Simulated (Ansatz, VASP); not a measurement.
One calculation of Ru, two programs

```
CELL_PARAMETERS angstrom
2.68952 0.00000 0.00000
-1.34476 2.32920 0.00000
0.00000 0.00000 4.25192
ATOMIC_POSITIONS crystal
Ru 0.33333 0.66667 0.25000
Ru 0.66667 0.33333 0.75000
```

Alike in both runs: functional PBEsol; k mesh 18 × 18 × 10; occupations gaussian, width 0.1 eV; no spin polarisation.

Ansatz relaxed the structure, and its values are those at the end. VASP's run is a single point on that final structure, the one shown.

```csv
,VASP,Ansatz
version,VASP 6.6.1,Ansatz 0.2.0
potentials or method,"VASP PAW PBE potentials, release 64 (Ru_pv), cutoff 520 eV","scalar-relativistic, plane waves, PAW"
valence electrons in the cell,28,32
```

```csv
,VASP,Ansatz,Ansatz less VASP
gap on the k mesh at the Fermi level (eV),none,none,-
pressure (GPa),0.0,0.0,+0.01
```

VASP's potentials were made for PBE, not for PBEsol. A gap of «none» marks a metal or a gap that the smearing closes. With one functional, cell and mesh, what is left measures potentials, basis and numerics. VASP's potentials hold 28 valence electrons a cell and Ansatz's 32, so a difference there can come from the potentials and not from the codes.
